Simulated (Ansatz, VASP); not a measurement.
MgSi: VASP beside Ansatz

The input INCAR:

```
PREC = Accurate ; ENCUT = 520
EDIFF = 1E-6 ; ISMEAR = 0
SIGMA = 0.1 ; LREAL = False
LASPH = True ; NELM = 60
ALGO = Normal ; ISIF = 2
LWAVE = False ; LCHARG = False
GGA = PS ; NBANDS = 14
```

File KPOINTS:

```
Automatic mesh
0
Gamma
  14 14 10
```

The input POSCAR:

```
MgSi
1.0
    1.5589613758     -5.1706676870      0.0000000000
    1.5589613758      5.1706676870      0.0000000000
    0.0000000000      0.0000000000      4.0893591134
Mg Si
2 2
Direct
    0.8216652095      0.1783347905      0.7500000000
    0.1783347905      0.8216652095      0.2500000000
    0.4125383917      0.5874616083      0.2500000000
    0.5874616083      0.4125383917      0.7500000000
```

Input for Ansatz:

```yaml
crystal:
  lattice:
    - [1.5589613758, -5.170667687, 0.0]
    - [1.5589613758, 5.170667687, 0.0]
    - [0.0, 0.0, 4.0893591134]
  atoms:
    - { symbol: Mg, position: [0.8216652095, 0.1783347905, 0.75] }
    - { symbol: Mg, position: [0.1783347905, 0.8216652095, 0.25] }
    - { symbol: Si, position: [0.4125383917, 0.5874616083, 0.25] }
    - { symbol: Si, position: [0.5874616083, 0.4125383917, 0.75] }
basis:
  ecutwfc: 420
kpoints:
  mp_grid: { grid: [14, 14, 10] }
hamiltonian:
  xc: pbesol
scf:
  occupations: { method: gaussian, width: 0.1 }
output:
  forces: true
  stress: true
  eigenvalues: true
  populations: true
```

Alike in both runs: task single point; functional PBEsol; k mesh 14 × 14 × 10; occupations gaussian, width 0.1 eV; no spin polarisation.

```csv
,VASP,Ansatz
version,VASP 6.6.1,Ansatz 0.2.0
potentials or method,"VASP PAW PBE potentials, release 64 (Mg, Si), cutoff 520 eV","scalar-relativistic, plane waves, PAW"
valence electrons in the cell,12,28
```

```tsv
	VASP	Ansatz	Ansatz less VASP
gap on the k mesh at the Fermi level (eV)	none	none	-
pressure (GPa)	7.4	7.4	-0.08
traceless stress, the component that is largest in VASP (GPa)	8.51	8.44	-0.065
rms of the force components (eV/Å)	1.145	1.135	-0.0099
```

VASP's potentials were made for PBE, not for PBEsol. Atom by atom the forces differ by 0.010 eV/Å (rms over components). A gap of «none» marks a metal or a gap that the smearing closes. VASP's potentials hold 12 valence electrons a cell and Ansatz's 28, so a difference there can come from the potentials and not from the codes.
